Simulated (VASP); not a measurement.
# SnTe in VASP: notebook

SnTe is run at these levels: r2SCAN; tasks: single point.

All numbers are computed with VASP 6.6.1; they aren't measurements. Logs are shortened: lines on timing, memory, paths and dates and some standing lists are left out, and cuts for length are marked.

## Step 1: The cell of the first run

Symmetry: I4/mmm, No. 139, tetragonal system. Conventional cell: a = 4.510 Å, b = 4.510 Å, c = 6.442 Å, α = 90.00°, β = 90.00°, γ = 90.00°. Within 4.2 Å of Sn (site symmetry 4/mmm) lie 6 Te at 3.19 to 3.22 Å. Within 4.2 Å of Te (site symmetry 4/mmm) lie 6 Sn at 3.19 to 3.22 Å.

## Step 2: Single point, r2SCAN (uniaxial x strain +1.0%)

POSCAR

```
SnTe
1.0
    0.0000000000      3.1893303446      3.1893303446
    3.2212236480      0.0000000000      3.1893303446
    3.2212236480      3.1893303446      0.0000000000
Sn Te
1 1
Direct
    0.0000000000      0.0000000000      0.0000000000
    0.5000000000      0.5000000000      0.5000000000
```

INCAR.step1

```
SYSTEM = SnTe
ALGO = Normal
EDIFF = 1E-4
ENCUT = 520
GGA = PE
ISMEAR = -1
LASPH = .TRUE.
LCHARG = .FALSE.
LREAL = .FALSE.
LWAVE = .TRUE.
NBANDS = 17
NELM = 100
PREC = Accurate
SIGMA = 0.02
```

INCAR.step2

```
SYSTEM = SnTe
ALGO = Normal
EDIFF = 1E-6
ENCUT = 520
ISIF = 2
ISMEAR = -1
ISTART = 1
LASPH = .TRUE.
LCHARG = .FALSE.
LMIXTAU = .TRUE.
LREAL = .FALSE.
LWAVE = .FALSE.
METAGGA = R2SCAN
NBANDS = 17
NELM = 100
PREC = Accurate
SIGMA = 0.02
```

KPOINTS

```
k-points
0
G
  8 8 8
  0 0 0
```

Potentials or basis: VASP PAW PBE potentials, release 64 (Sn_d, Te).

The run is started by

```sh
$ cat potpaw_PBE.64/Sn_d/POTCAR potpaw_PBE.64/Te/POTCAR > POTCAR
$ cp INCAR.step1 INCAR
$ mpirun -np 1 vasp_std > vasp.out
$ cp INCAR.step2 INCAR
$ mpirun -np 1 vasp_std > vasp.out
```

OUTCAR:

```text
SYSTEM = SnTe
   EDIFF = 1E-6
   ENCUT = 520
   ISIF = 2
   ISMEAR = -1
   ISTART = 1
   LASPH = .TRUE.
   LREAL = .FALSE.
   METAGGA = R2SCAN
   NELM = 100
   PREC = Accurate

 ion  position               nearest neighbor table
   1  0.000  0.000  0.000-   2 3.19   2 3.19   2 3.19   2 3.19   2 3.22   2 3.22
   2  0.500  0.500  0.500-   1 3.19   1 3.19   1 3.19   1 3.19   1 3.22   1 3.22

  LATTYP: Found a body centered tetragonal cell.
 ALAT       =     4.5103942282
 C/A-ratio  =     1.4283556980

  Lattice vectors:

 A1 = (   3.2212236480,   0.0000000000,   3.1893303446)
 A2 = (   3.2212236480,   0.0000000000,  -3.1893303446)
 A3 = (  -3.2212236480,   3.1893303446,   0.0000000000)

Analysis of symmetry for initial positions (statically):
=====================================================================
 Subroutine PRICEL returns:
 Original cell was already a primitive cell.

 Routine SETGRP: Setting up the symmetry group for a
 body centered tetragonal supercell.

 Subroutine GETGRP returns: Found 16 space group operations
 (whereof 16 operations were pure point group operations)
 out of a pool of 16 trial point group operations.

The static configuration has the point symmetry D_4h.

Analysis of symmetry for dynamics (positions and initial velocities):
=====================================================================
 Subroutine PRICEL returns:
 Original cell was already a primitive cell.

 Routine SETGRP: Setting up the symmetry group for a
 body centered tetragonal supercell.

 Subroutine GETGRP returns: Found 16 space group operations
 (whereof 16 operations were pure point group operations)
 out of a pool of 16 trial point group operations.

The dynamic configuration has the point symmetry D_4h.

 Subroutine INISYM returns: Found 16 space group operations
 (whereof 16 operations are pure point group operations),
 and found     1 'primitive' translations

----------------------------------------------------------------------------------------

                                     Primitive cell

  volume of cell :      65.5315

  direct lattice vectors                    reciprocal lattice vectors
     0.000000000  3.189330345  3.189330345    -0.155220517  0.156772722  0.156772722
     3.221223648  0.000000000  3.189330345     0.155220517 -0.156772722  0.156772722
     3.221223648  3.189330345  0.000000000     0.155220517  0.156772722 -0.156772722

  length of vectors
     4.510394228  4.533002298  4.533002298     0.270645121  0.270645121  0.270645121

  position of ions in fractional coordinates (direct lattice)
     0.000000000  0.000000000  0.000000000
     0.500000000  0.500000000  0.500000000

  ion indices of the primitive-cell ions
   primitive index   ion index
                 1           1
                 2           2

----------------------------------------------------------------------------------------

 KPOINTS: k-points

Automatic generation of k-mesh.
 Grid dimensions read from file:
 generate k-points for:    8    8    8

 Generating k-lattice:

  Cartesian coordinates                     Fractional coordinates (reciprocal lattice)
    -0.019402565  0.019596590  0.019596590     0.125000000 -0.000000000 -0.000000000
     0.019402565 -0.019596590  0.019596590     0.000000000  0.125000000  0.000000000
     0.019402565  0.019596590 -0.019596590     0.000000000  0.000000000  0.125000000

  Length of vectors
     0.033830640  0.033830640  0.033830640

  Shift w.r.t. Gamma in fractional coordinates (k-lattice)
     0.000000000  0.000000000  0.000000000

 Subroutine IBZKPT returns following result:
 ===========================================

 Found     59 irreducible k-points:

 Following reciprocal coordinates:
            Coordinates               Weight
  0.000000  0.000000  0.000000      1.000000
  0.125000  0.000000  0.000000      8.000000
  0.250000  0.000000  0.000000      8.000000
  0.375000  0.000000  0.000000      8.000000
  0.500000  0.000000  0.000000      4.000000
  0.125000  0.125000  0.000000      4.000000
[... 16 lines left out ...]
  0.250000  0.125000  0.125000      4.000000
  0.375000  0.125000  0.125000      8.000000
 [... further k-points ...]
   k-points           NKPTS =     59   k-points in BZ     NKDIM =     59   number of bands    NBANDS=     17
   number of dos      NEDOS =    301   number of ions     NIONS =      2
   total plane-waves  NPLWV =  46656
   dimension x,y,z NGX =    36 NGY =   36 NGZ =   36
   dimension x,y,z NGXF=    72 NGYF=   72 NGZF=   72
   ions per type =               1   1
   NGX,Y,Z   is equivalent  to a cutoff of  13.27, 13.20, 13.20 a.u.
   NGXF,Y,Z  is equivalent  to a cutoff of  26.54, 26.41, 26.41 a.u.
 SYSTEM =  SnTe
   PREC   = accura    normal or accurate (medium, high low for compatibility)
   ISTART =      1    job   : 0-new  1-cont  2-samecut
   ICHARG =      0    charge: 1-file 2-atom 10-const
   ISPIN  =      1    spin polarized calculation?
   LNONCOLLINEAR =      F non collinear calculations
   LSORBIT =      F    spin-orbit coupling
   LASPH  =      T    aspherical Exc in radial PAW
   ENCUT  =  520.0 eV  38.22 Ry    6.18 a.u.   8.39  8.43  8.43*2*pi/ulx,y,z
   NELM   =    100;   NELMIN=  2; NELMDL=  0     # of ELM steps
   EDIFF  = 0.1E-05   stopping-criterion for ELM
   LREAL  =      F    real-space projection
   EDIFFG = 0.1E-04   stopping-criterion for IOM
   NSW    =      0    number of steps for IOM
   IBRION =     -1    ionic relax: 0-MD 1-quasi-New 2-CG
   NFREE  =      0    steps in history (QN), initial steepest desc. (CG)
   ISIF   =      2    stress and relaxation
   ISYM   =      2    0-nonsym 1-usesym 2-fastsym
   POTIM  = 0.5000    time-step for ionic-motion
   TEBEG  =    0.0;   TEEND  =   0.0 temperature during run
   PSTRESS=    0.0 pullay stress
   NELECT =      20.0000    total number of electrons
   NUPDOWN=      -1.0000    fix difference up-down
   EMIN   =  10.00;   EMAX   =-10.00  energy-range for DOS
   EFERMI =   0.00;   METHOD = LEGACY
   ISMEAR =    -1;   SIGMA  =   0.02  broadening in eV -4-tet -1-fermi 0-gaus
   EFERMI_NEDOS =   21; number of points for ismear=-14 and -15
   IALGO  =     38    algorithm
   IMIX   =      4    mixing-type and parameters
     AMIX     =   0.40;   BMIX     =  1.00
     AMIX_MAG =   1.60;   BMIX_MAG =  1.00
  volume/ion in A,a.u.               =      32.77       221.11
  Fermi-wavevector in a.u.,A,eV,Ry     =   1.102220  2.082893 16.529561  1.214888
  Thomas-Fermi vector in A             =   2.238659
   LORBIT       =      0    0 simple, 1 ext, 2 COOP (PROOUT), +10 PAW based schemes
   METAGGA = R2SCAN    functional components
   LHFCALC =     F    Hartree Fock is set to
   AEXX    =    0.0000 exact exchange contribution
   IVDW    =     0    specifies the selected vdW correction
   LEPSILON=     F    determine dielectric tensor
   LRPA    =     F    only Hartree local field effects (RPA)
 non-spin polarized calculation
  energy-cutoff  :      520.00
  volume of cell :       65.53
 maximum number of plane-waves:      1807
 NGX is ok and might be reduce to    36
   NGX = 17   NGY = 17   NGZ = 17

 number of electron      20.0000004 magnetization

 Free energy of the ion-electron system (eV)
  ---------------------------------------------------
  ext. energy  EPLUGINS =         0.00000000
  ---------------------------------------------------
  free energy    TOTEN  =       -50.68359349 eV

  energy without entropy =      -50.68354077  energy(sigma->0) =      -50.68356713

 E-fermi :   6.4947     XC(G=0):  -9.8449

 val. band max:        6.4129895923   @ k =   0.5000   0.0000   0.0000
 cond. band min:       6.5763355583   @ k =   0.5000   0.0000   0.0000
 fundamental gap:      0.1633459660
 Fermi energy:         6.4946621676

 k-point     1 :       0.0000    0.0000    0.0000
  band No.  band energies     occupation
      1     -16.3070      2.00000
      2     -16.3026      2.00000
      3     -16.2981      2.00000
      4     -16.2981      2.00000
      5     -16.2945      2.00000
      6      -6.7048      2.00000
[... 9 lines left out ...]
     16      11.5208      0.00000
     17      13.3816      0.00000

 k-point     2 :       0.1250    0.0000    0.0000
  band No.  band energies     occupation
      1     -16.3074      2.00000
      2     -16.3032      2.00000
      3     -16.2977      2.00000
      4     -16.2974      2.00000
      5     -16.2939      2.00000
      6      -6.5751      2.00000
[... 9 lines left out ...]
     16      11.8342      0.00000
     17      14.3325      0.00000

 k-point     3 :       0.2500    0.0000    0.0000
  band No.  band energies     occupation
      1     -16.3088      2.00000
      2     -16.3050      2.00000
      3     -16.2969      2.00000
      4     -16.2953      2.00000
      5     -16.2922      2.00000
      6      -6.2119      2.00000
[... 9 lines left out ...]
     16      12.7115      0.00000
     17      16.3277      0.00000

 k-point     4 :       0.3750    0.0000    0.0000
  band No.  band energies     occupation
      1     -16.3104      2.00000
      2     -16.3069      2.00000
      3     -16.2963      2.00000
      4     -16.2931      2.00000
      5     -16.2902      2.00000
      6      -5.7296      2.00000
[... 9 lines left out ...]
     16      14.1021      0.00000
     17      16.9561      0.00000
[... 343 lines left out ...]
      1     -16.3089      2.00000
      2     -16.3020      2.00000
      3     -16.2968      2.00000
      4     -16.2968      2.00000
      5     -16.2950      2.00000
      6      -6.5362      2.00000
[... 9 lines left out ...]
     16      12.3391      0.00000
     17      13.7044      0.00000

 k-point    23 :       0.2500    0.1250    0.1250
  band No.  band energies     occupation
      1     -16.3074      2.00000
      2     -16.3049      2.00000
      3     -16.2978      2.00000
      4     -16.2967      2.00000
      5     -16.2920      2.00000
      6      -6.3640      2.00000
[... 9 lines left out ...]
     16      13.0502      0.00000
     17      14.0200      0.00000

 k-point    24 :       0.3750    0.1250    0.1250
  band No.  band energies     occupation
      1     -16.3090      2.00000
      2     -16.3064      2.00000
      3     -16.2969      2.00000
      4     -16.2949      2.00000
      5     -16.2902      2.00000
      6      -5.9525      2.00000
[... 9 lines left out ...]
     16      14.6590      0.00000
     17      15.2714      0.00000

 [... further k-points ...]

------------------------ aborting loop because EDIFF is reached ----------------------------------------

  FORCE on cell =-STRESS in cart. coord.  units (eV):
  Direction    XX          YY          ZZ          XY          YZ          ZX
  --------------------------------------------------------------------------------------
  -------------------------------------------------------------------------------------
  Total       -0.5158188     -0.0510028     -0.0510028      0.0000000      0.0000000      0.0000000
  in kB      -12.6112428     -1.2469662     -1.2469662      0.0000000      0.0000000      0.0000000
  external PRESSURE =      -5.0350584 kB  Pullay stress =       0.0000000 kB

 VOLUME and BASIS-vectors are now :
 -----------------------------------------------------------------------------
  energy-cutoff  :      520.00
  volume of cell :       65.53
      direct lattice vectors                 reciprocal lattice vectors
     0.000000000  3.189330345  3.189330345    -0.155220517  0.156772722  0.156772722
     3.221223648  0.000000000  3.189330345     0.155220517 -0.156772722  0.156772722
     3.221223648  3.189330345  0.000000000     0.155220517  0.156772722 -0.156772722

 POSITION                                       TOTAL-FORCE (eV/Angst)
 -----------------------------------------------------------------------------------
      0.00000      0.00000      0.00000         0.000000      0.000000      0.000000
      3.22122      3.18933      3.18933         0.000000      0.000000     -0.000000
 -----------------------------------------------------------------------------------
    total drift:                               -0.000000      0.000000      0.000000

  FREE ENERGIE OF THE ION-ELECTRON SYSTEM (eV)
  ---------------------------------------------------
  free  energy   TOTEN  =       -50.6835934927 eV

  energy  without entropy=      -50.6835407653  energy(sigma->0) =      -50.68356713
```

Run time: 4.2 min. Hardware: 1 thread of AMD EPYC 7R43 (Zen 3), shared host; peak memory 0.22 GiB.

Results:

```yaml
Free_energy: -50.6836 eV
Pressure: -0.5 GPa
Band_gap_on_the_k_mesh: 0.16 eV
```

Levels at points of the mesh, in eV from the valence-band top:
| k point | band 7 | band 8 | band 9 | band 10 | band 11 | band 12 | band 13 | band 14 |
| --- | --- | --- | --- | --- | --- | --- | --- | --- |
| (0.00, 0.00, 0.00) | -4.90 | -2.36 | -2.36 | -2.25 | 3.20 | 3.45 | 3.45 | 5.04 |
| (0.50, 0.00, 0.00) | -8.52 | -1.98 | -1.96 | 0.00 | 0.16 | 0.37 | 0.40 | 8.12 |
| (0.50, 0.50, 0.00) | -6.72 | -5.62 | -3.92 | -3.81 | 2.52 | 4.76 | 5.03 | 6.44 |
| (0.00, 0.50, 0.50) | -6.66 | -5.60 | -3.84 | -3.84 | 2.55 | 4.94 | 4.94 | 6.27 |

Caveat: the cell differs from its parent crystal (uniaxial x strain +1.0%); the PAW data sets were made with another functional, which shifts forces and pressure a little; spin-orbit coupling is left out, which moves the levels of the heavy elements. A k mesh can miss the band edges.

## Step 3: Single point, r2SCAN (strain along [111] -3.0%)

POSCAR

```
SnTe
1.0
   -0.0637866069      3.1255437377      3.1255437377
    3.1255437377     -0.0637866069      3.1255437377
    3.1255437377      3.1255437377     -0.0637866069
Sn Te
1 1
Direct
    0.0000000000      0.0000000000      0.0000000000
    0.5000000000      0.5000000000      0.5000000000
```

INCAR.step1

```
  PREC = Accurate
  ENCUT = 520
  ISMEAR = -1
  SIGMA = 0.02
  LREAL = False
  LASPH = True
  NELM = 100
  NBANDS = 17
  GGA = PE
  ALGO = Normal
  EDIFF = 1E-4
  LWAVE = True
  LCHARG = False
```

INCAR.step2

```
  PREC = Accurate
  ENCUT = 520
  EDIFF = 1E-6
  ISMEAR = -1
  SIGMA = 0.02
  LREAL = False
  LASPH = True
  NELM = 100
  ALGO = Normal
  ISIF = 2
  LWAVE = False
  LCHARG = True
  METAGGA = R2SCAN
  LMIXTAU = True
  LELF = True
  LVHAR = True
  NBANDS = 17
  ISTART = 1
```

KPOINTS

```
Automatic mesh
0
Gamma
  8 8 8
```

Potentials or basis: VASP PAW PBE potentials, release 64 (Sn_d, Te).

The run is started by

```sh
$ cat potpaw_PBE.64/Sn_d/POTCAR potpaw_PBE.64/Te/POTCAR > POTCAR
$ cp INCAR.step1 INCAR
$ mpirun -np 1 vasp_std > vasp.out
$ cp INCAR.step2 INCAR
$ mpirun -np 1 vasp_std > vasp.out
```

Run time: 4.7 min. Hardware: 1 thread of AMD EPYC 7R43 (Zen 3), shared host; peak memory 0.22 GiB.

Results (log left out):

```
Free energy            : -50.6751 eV
Pressure               : 1.3 GPa
Band gap on the k mesh : zero (bands 10 and 11 overlap by 0.18 eV)
```

Stress tensor (GPa, compression positive):
```
1.26 0.30 0.30
0.30 1.26 0.30
0.30 0.30 1.26
```

Levels at points of the mesh, in eV from the Fermi level:
| k point | band 6 | band 7 | band 8 | band 9 | band 10 | band 11 | band 12 | band 13 | band 14 | band 15 |
| --- | --- | --- | --- | --- | --- | --- | --- | --- | --- | --- |
| (0.00, 0.00, 0.00) | -13.56 | -4.88 | -2.68 | -2.68 | -2.39 | 3.24 | 3.36 | 3.36 | 4.74 | 4.74 |
| (0.50, 0.00, 0.00) | -12.23 | -8.92 | -2.23 | -2.13 | 0.01 | 0.02 | 0.16 | 0.34 | 8.01 | 8.69 |
| (0.50, 0.50, 0.00) | -11.89 | -6.88 | -6.05 | -4.31 | -4.09 | 2.24 | 4.91 | 5.01 | 6.55 | 9.04 |
| (0.50, 0.50, 0.50) | -12.16 | -8.79 | -2.32 | -2.32 | -0.23 | -0.17 | 0.04 | 0.04 | 8.21 | 9.12 |

Caveat: the cell differs from its parent crystal (strain along [111] -3.0%); semilocal functionals underestimate gaps, so a narrow gap can read as zero; the PAW data sets were made with another functional, which shifts forces and pressure a little; spin-orbit coupling is left out, which moves the levels of the heavy elements.

## Step 4: Single point, r2SCAN (epitaxial 111 strain +0.5%)

POSCAR

```
SnTe
1.0
   -0.0222444150      3.1830325813      3.1830325813
    3.1830325813     -0.0222444150      3.1830325813
    3.1830325813      3.1830325813     -0.0222444150
Sn Te
1 1
Direct
    0.0000000000      0.0000000000      0.0000000000
    0.5000000000      0.5000000000      0.5000000000
```

INCAR.step1

```
PREC = Accurate
ENCUT = 520
ISMEAR = -1
SIGMA = 0.02
LREAL = F
LASPH = T
NELM = 80
NBANDS = 17
GGA = PE
ALGO = Normal
EDIFF = 1E-4
LWAVE = T
LCHARG = F
```

INCAR.step2

```
PREC = Accurate
ENCUT = 520
EDIFF = 1E-6
ISMEAR = -1
SIGMA = 0.02
LREAL = F
LASPH = T
NELM = 80
ALGO = Normal
ISIF = 2
LWAVE = F
LCHARG = F
METAGGA = R2SCAN
LMIXTAU = T
NBANDS = 17
ISTART = 1
```

KPOINTS is that of step 3.

The run is started by

```sh
$ cat potpaw_PBE.64/Sn_d/POTCAR potpaw_PBE.64/Te/POTCAR > POTCAR
$ cp INCAR.step1 INCAR
$ mpirun -np 1 vasp_std > vasp.out
$ cp INCAR.step2 INCAR
$ mpirun -np 1 vasp_std > vasp.out
```

It took 4.6 min on 1 thread of AMD EPYC 7R43 (Zen 3), shared host; peak memory 0.23 GiB.

Results (log left out):

* Free energy: -50.6855 eV
* Pressure: -0.3 GPa
* Band gap on the k mesh: 0.08 eV (least direct gap 0.15 eV)

Stress tensor (GPa, compression positive):
```
-0.29  0.12  0.12
 0.12 -0.29  0.12
 0.12  0.12 -0.29
```

Levels at points of the mesh, in eV from the valence-band top:
```csv
k point,band 6,band 7,band 8,band 9,band 10,band 11,band 12,band 13,band 14,band 15
"(0.00, 0.00, 0.00)",-13.19,-4.91,-2.40,-2.40,-2.31,3.32,3.36,3.36,5.00,5.00
"(0.50, 0.00, 0.00)",-11.94,-8.59,-2.02,-1.98,0.00,0.15,0.34,0.38,8.09,8.88
"(0.50, 0.50, 0.00)",-11.64,-6.74,-5.69,-3.95,-3.88,2.48,4.89,4.92,6.39,9.08
"(0.50, 0.50, 0.50)",-11.91,-8.55,-2.05,-2.05,-0.08,0.08,0.29,0.29,8.14,9.00
```

Caveat: the cell differs from its parent crystal (epitaxial 111 strain +0.5%); the PAW data sets were made with another functional, which shifts forces and pressure a little; spin-orbit coupling is left out, which moves the levels of the heavy elements. A k mesh can miss the band edges.

## Step 5: The runs side by side

| cell | gap on the mesh (eV) | pressure (GPa) |
| --- | --- | --- |
| a = 4.510, b = 4.533, c = 4.533 Å, angles 59.7, 60.2, 60.2°, 2 atoms | 0.16 | -0.5 |
| a = 4.421 Å, angles 61.3°, 2 atoms | none | 1.3 |
| a = 4.502 Å, angles 60.5°, 2 atoms | 0.08 | -0.3 |

Alike in all rows: task single point; level r2SCAN; potentials or basis VASP PAW PBE potentials, release 64 (Sn_d, Te); no spin polarisation; k mesh 8 × 8 × 8; cutoff (eV) 520; smearing fermi-dirac 0.02 eV.

Caveats: the PAW data sets were made with another functional, which shifts forces and pressure a little; spin-orbit coupling is left out, which moves the levels of the heavy elements; semilocal functionals underestimate gaps, so a narrow gap can read as zero (at least some runs).

Absolute energies hang on the potentials; compare differences alone.
